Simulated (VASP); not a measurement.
Hf: single point with BLYP

The system is Hf.

```
Hf
1.0
     3.23338    0.00000    0.00000
    -1.61669    2.80019    0.00000
     0.00000    0.00000    5.10146
Hf
2
Direct
  0.66667 0.33333 0.75000
  0.33333 0.66667 0.25000
```

- Program: VASP 6.6.1
- Task: single point
- Functional: BLYP
- Potentials or basis: VASP PAW PBE potentials, release 64 (Hf_pv)
- Cutoff: 520 eV
- k mesh: 10 × 10 × 5
- Occupations: fermi-dirac, width 0.05 eV
- Spin: no spin polarisation

```
Pressure               : 0.0 GPa
Band gap on the k mesh : zero (bands 10 and 11 overlap by 1.39 eV)
```

Levels at points of the mesh, in eV from the Fermi level:
```
           k point  band 7  band 8  band 9  band 10  band 11  band 12  band 13  band 14
(0.00, 0.00, 0.00)   -7.12   -3.57    0.80     1.09     1.09     1.38     1.86     1.86
(0.50, 0.00, 0.00)   -3.24   -2.61   -2.10    -0.71     0.71     0.87     1.63     5.50
```

Wall time 66 s on 1 thread of Intel Xeon 8259CL, with other jobs on the host, peak memory 0.17 GiB.

Caveat: the PAW data sets were made with another functional, which shifts forces and pressure a little; spin-orbit coupling is left out, which moves the levels of the heavy elements.
